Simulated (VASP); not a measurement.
Runs of VASP 6.6.1 on Os. The structure is that of space group Fm-3m (No. 225), or close to it. The cells are those of the table. This isn't the form of Os at room conditions, which is hcp.

```tsv
cell	gap on the mesh (eV)	pressure (GPa)
a = 2.694 Å, angles 60.0°, 1 atom	none	4.3
a = 2.760 Å, angles 60.0°, 1 atom	none	-23.2
a = 2.769 Å, angles 60.0°, 1 atom	none	(a)
a = 2.732 Å, angles 60.0°, 1 atom	none	-12.9
```

Alike in all rows: task electric field gradients; level PBEsol; potentials or basis VASP PAW PBE potentials, release 64 (Os); no spin polarisation; k mesh 14 × 14 × 14; cutoff (eV) 520; smearing fermi-dirac 0.03 eV.

Task: Estimate the missing entries.

Result: (a) -26.3.

Caveats: the PAW data sets were made with another functional, which shifts forces and pressure a little; spin-orbit coupling is left out, which moves the levels of the heavy elements; the cell stands under tension (at least some runs); the cell stands under pressure (at least some runs).

A k mesh can miss the band edges, and the runs leave out spin-orbit coupling on Os.

A gap of «none» marks levels without a gap at the run's occupations.
